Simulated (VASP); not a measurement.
Set up this calculation in VASP 6.6.1, as the native input.

| Quantity | Value |
| --- | --- |
| Task | single point |
| Functional | PBEsol |
| Potentials or basis | VASP PAW PBE potentials, release 64 (Li_sv, Nb_sv, O) |
| Cutoff | 520 eV |
| k mesh | 4 × 4 × 4 |
| Occupations | gaussian, width 0.01 eV |
| Spin | no spin polarisation |
| Dipole correction | no |
| Further INCAR settings | ALGO = Normal; EDIFF = 1e-07; NBANDS = 45 |

The structure of LiNbO3 lies in POSCAR:

```
LiNbO3
1.0
    2.5672486318      1.4822016886      4.6084677895
   -2.5672486318      1.4822016886      4.6084677895
    0.0000000000     -2.9644033772      4.6084677895
Li Nb O
2 2 6
Direct
    0.3016059607      0.3016059607      0.3016059607
    0.8016059607      0.8016059607      0.8016059607
    0.0192230768      0.0192230768      0.0192230768
    0.5192230768      0.5192230768      0.5192230768
    0.1301538012      0.3807975982      0.7394195632
    0.7394195632      0.1301538012      0.3807975982
    0.3807975982      0.7394195632      0.1301538012
    0.2394195632      0.8807975982      0.6301538012
    0.8807975982      0.6301538012      0.2394195632
    0.6301538012      0.2394195632      0.8807975982
```

One way to write it, as run:

INCAR

```
SYSTEM = LiNbO3
  PREC = Accurate
  ENCUT = 520
  EDIFF = 1E-7
  ISMEAR = 0
  SIGMA = 0.01
  LREAL = .FALSE.
  LASPH = .TRUE.
  NELM = 100
  ALGO = Normal
  ISIF = 2
  LWAVE = .FALSE.
  LCHARG = .FALSE.
  GGA = PS
  NBANDS = 45
```

KPOINTS

```
regular mesh
0
G
  4 4 4
  0 0 0
```

Potentials or basis: VASP PAW PBE potentials, release 64 (Li_sv, Nb_sv, O).

Launch:

```bash
$ cat potpaw_PBE.64/Li_sv/POTCAR potpaw_PBE.64/Nb_sv/POTCAR potpaw_PBE.64/O/POTCAR > POTCAR
$ mpirun -np 1 vasp_std > vasp.out
```

Results of the run:

```yaml
Largest_force: 0.036 eV/Å
Band_gap_on_the_k_mesh: 3.52 eV
```

Caveat: the PAW data sets were made with another functional, which shifts forces and pressure a little.

It took 3.8 min on 1 thread of Intel Xeon 8259CL (shared host), peak memory 0.27 GiB.
